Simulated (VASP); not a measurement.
Hf, 1 atom in the cell. It takes space group I4/mmm (No. 139, tetragonal). The conventional cell has a = 3.140 Å, b = 3.140 Å, c = 4.529 Å, α = 90.00°, β = 90.00°, γ = 90.00°. Within 4.1 Å of Hf (site symmetry 4/mmm) lie 12 Hf at 3.14 to 3.17 Å.  This cell differs from its parent crystal: zz strain of +2 %.

```yaml
Program: VASP 6.6.1
Task: single point
Functional: PBEsol
Potentials_or_basis: VASP PAW PBE potentials, release 64 (Hf_pv)
Cutoff: 520 eV
k_mesh: 16 × 16 × 16
Occupations: fermi-dirac, width 0.03 eV
Spin: no spin polarisation
Dipole_correction: no
Further_INCAR_settings: ALGO = Normal; EDIFF = 1e-06; NBANDS = 11
```

Potentials or basis: VASP PAW PBE potentials, release 64 (Hf_pv).

Run with:

```console
$ cat potpaw_PBE.64/Hf_pv/POTCAR > POTCAR
$ mpirun -np 1 vasp_std > vasp.out
```

Hardware: 1 thread of Intel Xeon 8259CL, on a shared host.

Q: How long does it take, and how much memory?

A: Wall time 66 s on 1 thread of Intel Xeon 8259CL, with other jobs on the host, peak memory 0.21 GiB. Counts: scf iterations 11, k points 349.
